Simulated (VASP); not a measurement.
# Si: electric field gradients with PBE

Si:

```xyz
2
Lattice="-2.2328 2.3636 1.2756 2.2455 -2.3509 1.2744 2.2565 2.3734 -1.2519" Properties=species:S:1:pos:R:3 pbc="T T T"
Si    0.0130    1.1914    1.4263
Si    2.2562    1.1948   -0.1282
```

This cell differs from its parent crystal: equal xy, yz and zx shear strains of +1 %.

```
Program                : VASP 6.6.1
Task                   : electric field gradients
Functional             : PBE
Potentials or basis    : VASP PAW PBE potentials, release 64 (Si)
Cutoff                 : 520 eV
k mesh                 : 16 × 16 × 16
Occupations            : fermi-dirac, width 0.05 eV
Spin                   : no spin polarisation
Dipole correction      : no
Further INCAR settings : ALGO = Normal; EDIFF = 1e-08; NBANDS = 11
```

```json
{"Pressure": "15.7 GPa", "Largest force": "0.036 eV/Å", "Band gap on the k mesh": "zero (bands 4 and 5 overlap by 7.46 eV)", "Largest electric field gradient by atom": "Si -26.4 V/Å²"}
```

Forces on the atoms (eV/Å):
```
Si   0.033 -0.014 -0.001
Si  -0.033  0.014  0.001
```

Stress tensor (GPa, compression positive):
```
14.62 -0.79 -0.48
-0.79 17.50 -0.75
-0.48 -0.75 14.89
```

Levels at points of the mesh, in eV from the Fermi level:
```tsv
k point	band 1	band 2	band 3	band 4	band 5	band 6	band 7	band 8	band 9
(0.00, 0.00, 0.00)	-14.81	-3.00	-2.46	-1.66	1.09	7.77	9.15	10.02	10.59
(0.50, 0.00, 0.00)	-8.01	-7.68	-1.75	-1.30	-1.23	0.10	5.04	5.35	10.05
(0.00, 0.50, 0.00)	-7.96	-7.34	-2.80	-2.13	-1.31	1.11	5.40	6.36	9.34
(0.50, 0.50, 0.00)	-11.43	-11.42	0.06	0.06	2.84	2.86	8.59	8.75	10.42
(0.00, 0.00, 0.50)	-11.49	-11.49	0.22	0.23	3.04	3.05	8.73	8.77	10.42
(0.50, 0.00, 0.50)	-7.79	-7.28	-2.89	-2.23	-1.52	1.05	5.03	6.13	9.72
(0.00, 0.50, 0.50)	-7.88	-7.58	-1.90	-1.39	-1.36	0.02	4.71	5.08	10.37
(0.50, 0.50, 0.50)	-9.21	-8.18	-7.69	-7.40	5.78	6.53	14.25	14.84	15.02
```

Electric field gradients, principal values (V/Å²):
```tsv
atom	least	middle	greatest (by size)
1 Si	9.818	16.534	-26.352
2 Si	9.818	16.534	-26.352
```

It took 13 min on 1 thread of Intel Xeon 8259CL (shared host), peak memory 0.56 GiB.

Caveat: the cell differs from its parent crystal (equal xy, yz and zx shear strains of +1 %); the cell stands under pressure; without QUAD_EFG the Cq values of the log hold for a quadrupole moment of 1 mb, not for the nuclei.
